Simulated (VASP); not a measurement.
# BN (zinc blende type) (F-43m) in VASP: further runs

The runs below take BN (zinc blende type) through single point, with HSE06.

Program: VASP 6.6.1. These are calculated values, not measurements. Logs are shortened: lines on timing, memory, paths and dates and some standing lists are left out, and cuts for length are marked.

### Step 1. The cell of the first run

The structure is cubic, space group F-43m (No. 216). The conventional cell has a = 3.606 Å, b = 3.606 Å, c = 3.606 Å, α = 90.00°, β = 90.00°, γ = 90.00°. Within 2.1 Å of B (site symmetry -43m) lie 4 N at 1.56 Å. N (site symmetry -43m) has 4 B at 1.56 Å within 2.1 Å.

### Step 2. Single point, HSE06

File POSCAR:

```
BN
1.0
    0.0000000000      1.8028184249      1.8028184249
    1.8028184249      0.0000000000      1.8028184249
    1.8028184249      1.8028184249      0.0000000000
B N
1 1
Direct
    0.0000000000      0.0000000000      0.0000000000
    0.2500000000      0.2500000000      0.2500000000
```

File INCAR.step1:

```
PREC = Accurate
ENCUT = 520
EDIFF = 1E-5
ISMEAR = -1
SIGMA = 0.05
LREAL = F
LASPH = T
NELM = 100
ALGO = Normal
ISIF = 2
LWAVE = T
LCHARG = F
GGA = PE
NBANDS = 11
```

File INCAR.step2:

```
PREC = Accurate
ENCUT = 520
EDIFF = 1E-6
ISMEAR = -1
SIGMA = 0.05
LREAL = F
LASPH = T
NELM = 100
ALGO = Normal
ISIF = 2
LWAVE = F
LCHARG = F
GGA = PE
LHFCALC = T
HFSCREEN = 0.2079
PRECFOCK = Normal
ISTART = 1
NBANDS = 11
```

File KPOINTS:

```
regular mesh
0
Gamma
  4 4 4
```

Potentials or basis: VASP PAW PBE potentials, release 64 (B, N).

The run is started by

```sh
cat potpaw_PBE.64/B/POTCAR potpaw_PBE.64/N/POTCAR > POTCAR
cp INCAR.step1 INCAR
mpirun -np 1 vasp_std > vasp.out
cp INCAR.step2 INCAR
mpirun -np 1 vasp_std > vasp.out
```

OUTCAR:

```text
PREC = Accurate
   ENCUT = 520
   EDIFF = 1E-6
   ISMEAR = -1
   LREAL = F
   LASPH = T
   NELM = 100
   ISIF = 2
   GGA = PE
   LHFCALC = T
   HFSCREEN = 0.2079
   PRECFOCK = Normal
   ISTART = 1

 ion  position               nearest neighbor table
   1  0.000  0.000  0.000-   2 1.56   2 1.56   2 1.56   2 1.56
   2  0.250  0.250  0.250-   1 1.56   1 1.56   1 1.56   1 1.56

  LATTYP: Found a face centered cubic cell.
 ALAT       =     3.6056368498

  Lattice vectors:

 A1 = (   0.0000000000,   1.8028184249,   1.8028184249)
 A2 = (   1.8028184249,   0.0000000000,   1.8028184249)
 A3 = (   1.8028184249,   1.8028184249,   0.0000000000)

Analysis of symmetry for initial positions (statically):
=====================================================================
 Subroutine PRICEL returns:
 Original cell was already a primitive cell.

 Routine SETGRP: Setting up the symmetry group for a
 face centered cubic supercell.

 Subroutine GETGRP returns: Found 24 space group operations
 (whereof 24 operations were pure point group operations)
 out of a pool of 48 trial point group operations.

The static configuration has the point symmetry T_d .

Analysis of symmetry for dynamics (positions and initial velocities):
=====================================================================
 Subroutine PRICEL returns:
 Original cell was already a primitive cell.

 Routine SETGRP: Setting up the symmetry group for a
 face centered cubic supercell.

 Subroutine GETGRP returns: Found 24 space group operations
 (whereof 24 operations were pure point group operations)
 out of a pool of 48 trial point group operations.

The dynamic configuration has the point symmetry T_d .

 Subroutine INISYM returns: Found 24 space group operations
 (whereof 24 operations are pure point group operations),
 and found     1 'primitive' translations

----------------------------------------------------------------------------------------

                                     Primitive cell

  volume of cell :      11.7189

  direct lattice vectors                    reciprocal lattice vectors
     0.000000000  1.802818425  1.802818425    -0.277343516  0.277343516  0.277343516
     1.802818425  0.000000000  1.802818425     0.277343516 -0.277343516  0.277343516
     1.802818425  1.802818425  0.000000000     0.277343516  0.277343516 -0.277343516

  length of vectors
     2.549570267  2.549570267  2.549570267     0.480373060  0.480373060  0.480373060

  position of ions in fractional coordinates (direct lattice)
     0.000000000  0.000000000  0.000000000
     0.250000000  0.250000000  0.250000000

  ion indices of the primitive-cell ions
   primitive index   ion index
                 1           1
                 2           2

----------------------------------------------------------------------------------------

 KPOINTS: regular mesh

Automatic generation of k-mesh.
 Grid dimensions read from file:
 generate k-points for:    4    4    4

 Generating k-lattice:

  Cartesian coordinates                     Fractional coordinates (reciprocal lattice)
    -0.069335879  0.069335879  0.069335879     0.250000000  0.000000000  0.000000000
     0.069335879 -0.069335879  0.069335879     0.000000000  0.250000000  0.000000000
     0.069335879  0.069335879 -0.069335879     0.000000000  0.000000000  0.250000000

  Length of vectors
     0.120093265  0.120093265  0.120093265

  Shift w.r.t. Gamma in fractional coordinates (k-lattice)
     0.000000000  0.000000000  0.000000000

 Subroutine IBZKPT returns following result:
 ===========================================

 Found      8 irreducible k-points:

 Following reciprocal coordinates:
            Coordinates               Weight
  0.000000  0.000000  0.000000      1.000000
  0.250000  0.000000  0.000000      8.000000
  0.500000  0.000000  0.000000      4.000000
  0.250000  0.250000  0.000000      6.000000
  0.500000  0.250000  0.000000     24.000000
 -0.250000  0.250000  0.000000     12.000000
  0.500000  0.500000  0.000000      3.000000
 -0.250000  0.500000  0.250000      6.000000
   k-points           NKPTS =      8   k-points in BZ     NKDIM =     64   number of bands    NBANDS=     11
   number of dos      NEDOS =    301   number of ions     NIONS =      2
   total plane-waves  NPLWV =   8000
   dimension x,y,z NGX =    20 NGY =   20 NGZ =   20
   dimension x,y,z NGXF=    40 NGYF=   40 NGZF=   40
   ions per type =               1   1
   NGX,Y,Z   is equivalent  to a cutoff of  13.04, 13.04, 13.04 a.u.
   NGXF,Y,Z  is equivalent  to a cutoff of  26.08, 26.08, 26.08 a.u.
 SYSTEM =  unknown system
   PREC   = accura    normal or accurate (medium, high low for compatibility)
   ISTART =      1    job   : 0-new  1-cont  2-samecut
   ICHARG =      0    charge: 1-file 2-atom 10-const
   ISPIN  =      1    spin polarized calculation?
   LNONCOLLINEAR =      F non collinear calculations
   LSORBIT =      F    spin-orbit coupling
   LASPH  =      T    aspherical Exc in radial PAW
   ENCUT  =  520.0 eV  38.22 Ry    6.18 a.u.   4.74  4.74  4.74*2*pi/ulx,y,z
   NELM   =    100;   NELMIN=  2; NELMDL=  0     # of ELM steps
   EDIFF  = 0.1E-05   stopping-criterion for ELM
   LREAL  =      F    real-space projection
   EDIFFG = 0.1E-04   stopping-criterion for IOM
   NSW    =      0    number of steps for IOM
   IBRION =     -1    ionic relax: 0-MD 1-quasi-New 2-CG
   NFREE  =      0    steps in history (QN), initial steepest desc. (CG)
   ISIF   =      2    stress and relaxation
   ISYM   =      3    0-nonsym 1-usesym 2-fastsym
   POTIM  = 0.5000    time-step for ionic-motion
   TEBEG  =    0.0;   TEEND  =   0.0 temperature during run
   PSTRESS=    0.0 pullay stress
   NELECT =       8.0000    total number of electrons
   NUPDOWN=      -1.0000    fix difference up-down
   EMIN   =  10.00;   EMAX   =-10.00  energy-range for DOS
   EFERMI =   0.00;   METHOD = LEGACY
   ISMEAR =    -1;   SIGMA  =   0.05  broadening in eV -4-tet -1-fermi 0-gaus
   EFERMI_NEDOS =   21; number of points for ismear=-14 and -15
   IALGO  =     38    algorithm
   IMIX   =      1    mixing-type and parameters
     AMIX     =   0.40;   BMIX     =  1.00
     AMIX_MAG =   1.60;   BMIX_MAG =  1.00
  volume/ion in A,a.u.               =       5.86        39.54
  Fermi-wavevector in a.u.,A,eV,Ry     =   1.441483  2.724008 28.271179  2.077873
  Thomas-Fermi vector in A             =   2.560110
   LORBIT       =      0    0 simple, 1 ext, 2 COOP (PROOUT), +10 PAW based schemes
   GGA     = PE    functional components
   LHFCALC =     T    Hartree Fock is set to
   PRECFOCK=normal    Normal, Fast or Accurate (Low or Medium for compatibility)
   ENCUT4O =  -1.0   cutoff for four orbital integrals eV
   NKREDX  =     1    reduce k-point grid by
   NKREDY  =     1    reduce k-point grid by
   NKREDZ  =     1    reduce k-point grid by
   AEXX    =    0.2500 exact exchange contribution
   HFSCREEN=    0.2079 screening length (either q_TF or 0.3 A-1)
   HFSCREENC=   0.2079 screening length for correlation (either q_TF or 0.3 A-1)
   ENCUTFOCK=  -1.0 apply spherical cutoff to Coloumb kernel
   IVDW    =     0    specifies the selected vdW correction
   LEPSILON=     F    determine dielectric tensor
   LRPA    =     F    only Hartree local field effects (RPA)
 non-spin polarized calculation
  energy-cutoff  :      520.00
  volume of cell :       11.72
 maximum number of plane-waves:       332
 NGX is ok and might be reduce to    20
  NGX = 16; NGY = 16; NGZ = 16

 number of electron       7.9999999 magnetization

 Free energy of the ion-electron system (eV)
  ---------------------------------------------------
  ext. energy  EPLUGINS =         0.00000000
  ---------------------------------------------------
  free energy    TOTEN  =       -20.26483132 eV

  energy without entropy =      -20.26483132  energy(sigma->0) =      -20.26483132

 E-fermi :   7.7778     XC(G=0): -10.5112

 val. band max:        6.6442329204   @ k =   0.0000   0.0000   0.0000
 cond. band min:      12.4531479419   @ k =   0.5000   0.5000   0.0000
 fundamental gap:      5.8089150216
 Fermi energy:         7.7778172500

 k-point     1 :       0.0000    0.0000    0.0000
  band No.  band energies     occupation
      1     -15.5367      2.00000
      2       6.6442      2.00000
      3       6.6442      2.00000
      4       6.6442      2.00000
      5      17.2513      0.00000
      6      17.2513      0.00000
      7      17.2513      0.00000
      8      18.9443      0.00000
      9      33.5316      0.00000
     10      36.5044      0.00000
     11      36.5044      0.00000

 k-point     2 :       0.2500    0.0000    0.0000
  band No.  band energies     occupation
      1     -13.9318      2.00000
      2       0.6723      2.00000
      3       5.4250      2.00000
      4       5.4250      2.00000
      5      18.1018      0.00000
      6      18.8823      0.00000
      7      18.8823      0.00000
      8      22.4203      0.00000
      9      32.1094      0.00000
     10      32.1852      0.00000
     11      32.1852      0.00000

 k-point     3 :       0.5000    0.0000    0.0000
  band No.  band energies     occupation
      1     -10.9686      2.00000
      2      -5.0480      2.00000
      3       4.5276      2.00000
      4       4.5276      2.00000
      5      18.6205      0.00000
      6      19.2118      0.00000
      7      19.2118      0.00000
      8      24.1176      0.00000
      9      32.3336      0.00000
     10      35.9113      0.00000
     11      36.0026      0.00000

 k-point     4 :       0.2500    0.2500    0.0000
  band No.  band energies     occupation
      1     -13.4047      2.00000
      2       2.2830      2.00000
      3       3.3763      2.00000
      4       3.3763      2.00000
      5      15.0089      0.00000
      6      20.0254      0.00000
      7      22.2752      0.00000
      8      22.2752      0.00000
      9      26.9987      0.00000
     10      36.2752      0.00000
     11      39.4584      0.00000

 k-point     5 :       0.5000    0.2500    0.0000
  band No.  band energies     occupation
      1     -10.4821      2.00000
      2      -2.9253      2.00000
      3       1.0260      2.00000
      4       2.6622      2.00000
      5      15.7499      0.00000
      6      21.6784      0.00000
      7      23.3529      0.00000
      8      23.5003      0.00000
      9      28.9813      0.00000
     10      35.7138      0.00000
     11      37.5653      0.00000

 k-point     6 :      -0.2500    0.2500    0.0000
  band No.  band energies     occupation
      1     -11.5660      2.00000
      2      -1.6328      2.00000
      3       0.5430      2.00000
      4       4.3719      2.00000
      5      18.0919      0.00000
      6      20.8965      0.00000
      7      21.5468      0.00000
      8      23.4499      0.00000
      9      30.3989      0.00000
     10      30.5495      0.00000
     11      36.0104      0.00000

 k-point     7 :       0.5000    0.5000    0.0000
  band No.  band energies     occupation
      1      -9.4706      2.00000
      2      -3.1622      2.00000
      3       1.2918      2.00000
      4       1.2918      2.00000
      5      12.4531      0.00000
      6      17.4392      0.00000
      7      27.2414      0.00000
      8      27.2414      0.00000
      9      30.0567      0.00000
     10      36.5137      0.00000
     11      42.5959      0.00000

 k-point     8 :      -0.2500    0.5000    0.2500
  band No.  band energies     occupation
      1      -9.1441      2.00000
      2      -1.7173      2.00000
      3      -0.9383      2.00000
      4      -0.3792      2.00000
      5      17.9241      0.00000
      6      22.1168      0.00000
      7      22.9762      0.00000
      8      23.6358      0.00000
      9      28.5406      0.00000
     10      34.8050      0.00000
     11      38.4835      0.00000

------------------------ aborting loop because EDIFF is reached ----------------------------------------

  FORCE on cell =-STRESS in cart. coord.  units (eV):
  Direction    XX          YY          ZZ          XY          YZ          ZX
  --------------------------------------------------------------------------------------
  -------------------------------------------------------------------------------------
  Total       -0.1577153     -0.1577153     -0.1577153      0.0000000      0.0000000     -0.0000000
  in kB      -21.5624655    -21.5624655    -21.5624655      0.0000000      0.0000000     -0.0000000
  external PRESSURE =     -21.5624655 kB  Pullay stress =       0.0000000 kB

 VOLUME and BASIS-vectors are now :
 -----------------------------------------------------------------------------
  energy-cutoff  :      520.00
  volume of cell :       11.72
      direct lattice vectors                 reciprocal lattice vectors
     0.000000000  1.802818425  1.802818425    -0.277343516  0.277343516  0.277343516
     1.802818425  0.000000000  1.802818425     0.277343516 -0.277343516  0.277343516
     1.802818425  1.802818425  0.000000000     0.277343516  0.277343516 -0.277343516

 POSITION                                       TOTAL-FORCE (eV/Angst)
 -----------------------------------------------------------------------------------
      0.00000      0.00000      0.00000         0.000000      0.000000      0.000000
      0.90141      0.90141      0.90141        -0.000000     -0.000000     -0.000000
 -----------------------------------------------------------------------------------
    total drift:                                0.000001      0.000002      0.000002

  FREE ENERGIE OF THE ION-ELECTRON SYSTEM (eV)
  ---------------------------------------------------
  free  energy   TOTEN  =       -20.2648313175 eV

  energy  without entropy=      -20.2648313175  energy(sigma->0) =      -20.26483132
```

Wall time 19 s (1 thread of Intel Xeon Platinum 8488C (Sapphire Rapids), shared host); peak memory 0.22 GiB.

Results:

```
Free energy            : -20.2648 eV
Pressure               : -2.2 GPa
Band gap on the k mesh : 5.81 eV, indirect (least direct gap 10.61 eV)
```

Levels at points of the mesh, in eV from the valence-band top:
```csv
k point,band 1,band 2,band 3,band 4,band 5,band 6,band 7,band 8,band 9
"(0.00, 0.00, 0.00)",-22.18,0.00,0.00,0.00,10.61,10.61,10.61,12.30,26.89
"(0.50, 0.00, 0.00)",-17.61,-11.69,-2.12,-2.12,11.98,12.57,12.57,17.47,25.69
"(0.50, 0.50, 0.00)",-16.11,-9.81,-5.35,-5.35,5.81,10.79,20.60,20.60,23.41
```

Caveat: the k points lie up to 0.75 Å⁻¹ apart; the PAW data sets were made with another functional, which shifts forces and pressure a little.

### Step 3. Single point, HSE06

This run uses another cell than the first one, of 5.98 Å³/atom, 1.020 times its volume.

File POSCAR:

```
BN
1.0
    0.0000000000      1.8150000000      1.8150000000
    1.8150000000      0.0000000000      1.8150000000
    1.8150000000      1.8150000000      0.0000000000
B N
1 1
Direct
    0.0000000000      0.0000000000      0.0000000000
    0.2500000000      0.2500000000      0.2500000000
```

File INCAR.step1:

```
SYSTEM = BN
PREC     = Accurate       ! precision mode
ENCUT    = 520            ! plane-wave cutoff, eV
EDIFF    = 1E-5           ! SCF threshold, eV
ISMEAR   = -1             ! smearing method
SIGMA    = 0.02           ! smearing width, eV
LREAL    = .FALSE.        ! projectors in reciprocal space
LASPH    = .TRUE.         ! aspherical terms in the spheres
NELM     = 60             ! most SCF steps
ALGO     = Normal         ! electronic algorithm
ISIF     = 2              ! what is computed and relaxed
LWAVE    = .TRUE.         ! write WAVECAR
GGA      = PE             ! functional
NBANDS   = 11             ! bands
```

File INCAR.step2:

```
SYSTEM = BN
PREC     = Accurate       ! precision mode
ENCUT    = 520            ! plane-wave cutoff, eV
EDIFF    = 1E-7           ! SCF threshold, eV
ISMEAR   = -1             ! smearing method
SIGMA    = 0.02           ! smearing width, eV
LREAL    = .FALSE.        ! projectors in reciprocal space
LASPH    = .TRUE.         ! aspherical terms in the spheres
NELM     = 60             ! most SCF steps
ALGO     = Normal         ! electronic algorithm
ISIF     = 2              ! what is computed and relaxed
LWAVE    = .FALSE.        ! write WAVECAR
LCHARG   = .TRUE.         ! write CHGCAR
GGA      = PE             ! functional
LHFCALC  = .TRUE.         ! exact exchange
HFSCREEN = 0.2079         ! screening, 1/A
PRECFOCK = Normal       
LELF     = .TRUE.         ! ELF
LVHAR    = .TRUE.       
ISTART   = 1            
NBANDS   = 11             ! bands
```

File KPOINTS:

```
Automatic mesh
0
G
  4 4 4
  0 0 0
```

Potentials or basis: VASP PAW PBE potentials, release 64 (B, N).

The run is started by

```sh
cat potpaw_PBE.64/B/POTCAR potpaw_PBE.64/N/POTCAR > POTCAR
cp INCAR.step1 INCAR
mpirun -np 1 vasp_std > vasp.out
cp INCAR.step2 INCAR
mpirun -np 1 vasp_std > vasp.out
```

Run time: 25 s. Hardware: 1 thread of Intel Xeon Platinum 8488C (Sapphire Rapids), shared host; peak memory 0.22 GiB.

It converged, with:

| Property | Result |
| --- | --- |
| Free energy | -20.2562 eV |
| Pressure | -9.9 GPa |
| Band gap on the k mesh | 5.78 eV, indirect (least direct gap 10.50 eV) |

Levels at points of the mesh, in eV from the valence-band top:
```csv
k point,band 2,band 3,band 4,band 5,band 6,band 7
"(0.00, 0.00, 0.00)",0.00,0.00,0.00,10.50,10.50,10.50
"(0.50, 0.00, 0.00)",-11.50,-2.08,-2.08,11.70,12.45,12.45
"(0.50, 0.50, 0.00)",-9.67,-5.25,-5.25,5.78,10.67,20.27
```

Caveat: the k points lie up to 0.75 Å⁻¹ apart; the PAW data sets were made with another functional, which shifts forces and pressure a little. A k mesh can miss the band edges.

### Step 4. Single point, HSE06

This run uses another cell than the first one, of 6.04 Å³/atom, 1.031 times its volume.

File POSCAR:

```
BN
1.0
    0.0000000000      1.8210299446      1.8210299446
    1.8210299446      0.0000000000      1.8210299446
    1.8210299446      1.8210299446      0.0000000000
B N
1 1
Direct
    0.0000000000      0.0000000000      0.0000000000
    0.2500000000      0.2500000000      0.2500000000
```

File INCAR.step1:

```
  ALGO = Normal
  EDIFF = 1E-5
  ENCUT = 520
  GGA = PE
  ISIF = 2
  ISMEAR = -1
  LASPH = True
  LCHARG = False
  LREAL = False
  LWAVE = True
  NBANDS = 11
  NELM = 60
  PREC = Accurate
  SIGMA = 0.05
```

File INCAR.step2:

```
  ALGO = Normal
  EDIFF = 1E-7
  ENCUT = 520
  GGA = PE
  HFSCREEN = 0.2079
  ISIF = 2
  ISMEAR = -1
  ISTART = 1
  LASPH = True
  LCHARG = False
  LHFCALC = True
  LREAL = False
  LWAVE = False
  NBANDS = 11
  NELM = 60
  PREC = Accurate
  PRECFOCK = Normal
  SIGMA = 0.05
```

File KPOINTS:

```
k-points
0
Gamma
  4 4 4
```

The run is started by

```sh
cat potpaw_PBE.64/B/POTCAR potpaw_PBE.64/N/POTCAR > POTCAR
cp INCAR.step1 INCAR
mpirun -np 1 vasp_std > vasp.out
cp INCAR.step2 INCAR
mpirun -np 1 vasp_std > vasp.out
```

Wall time 23 s (1 thread of Intel Xeon Platinum 8488C (Sapphire Rapids), shared host); peak memory 0.22 GiB.

Results (log left out):

```yaml
Free_energy: -20.2477 eV
Pressure: -13.5 GPa
Band_gap_on_the_k_mesh: 5.77 eV, indirect (least direct gap 10.45 eV)
```

Levels at points of the mesh, in eV from the valence-band top:
```tsv
k point	band 2	band 3	band 4	band 5	band 6	band 7
(0.00, 0.00, 0.00)	0.00	0.00	0.00	10.45	10.45	10.45
(0.50, 0.00, 0.00)	-11.40	-2.06	-2.06	11.56	12.39	12.39
(0.50, 0.50, 0.00)	-9.60	-5.20	-5.20	5.77	10.61	20.11
```

Caveat: the k points lie up to 0.75 Å⁻¹ apart; the PAW data sets were made with another functional, which shifts forces and pressure a little.

### Step 5. The runs side by side

```tsv
cell	smearing	gap on the mesh (eV)	pressure (GPa)
a = 2.550 Å, angles 60.0°, 2 atoms	fermi-dirac 0.05 eV	5.81	-2.2
a = 2.567 Å, angles 60.0°, 2 atoms	fermi-dirac 0.02 eV	5.78	-9.9
a = 2.575 Å, angles 60.0°, 2 atoms	fermi-dirac 0.05 eV	5.77	-13.5
```

Alike in all rows: task single point; level HSE06; potentials or basis VASP PAW PBE potentials, release 64 (B, N); no spin polarisation; k mesh 4 × 4 × 4; cutoff (eV) 520.

Caveats: all runs use coarse meshes; the PAW data sets were made with another functional, which shifts forces and pressure a little.

Total energies depend on the potentials used, so only differences within one code and one set of settings carry meaning.
